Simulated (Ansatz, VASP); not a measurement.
## ScAl3: VASP beside Ansatz

```
Sc Al
1.0
     2.86671   -4.14229    0.00000
     2.86671    4.14229    0.00000
     0.00000    0.00000    3.04919
Sc Al
1 3
Direct
  0.50000 0.50000 0.00000
  0.00000 0.00000 0.00000
  0.50000 0.00000 0.50000
  0.00000 0.50000 0.50000
```

Alike in both runs: functional PBE; k mesh 10 × 10 × 16; occupations gaussian, width 0.1 eV; no spin polarisation.

Ansatz relaxed the structure, and its values are those at the end. VASP's run is a single point on that final structure, the one shown.

|  | VASP | Ansatz |
| --- | --- | --- |
| version | VASP 6.6.1 | Ansatz 0.2.0 |
| potentials or method | VASP PAW PBE potentials, release 64 (Sc_sv, Al), cutoff 520 eV | scalar-relativistic, plane waves, PAW |
| valence electrons in the cell | 20 | 20 |

|  | VASP | Ansatz | Ansatz less VASP |
| --- | --- | --- | --- |
| gap on the k mesh at the Fermi level (eV) | none | none | - |
| pressure (GPa) | 0.0 | 0.0 | -0.01 |

A gap of «none» marks a metal or a gap that the smearing closes.
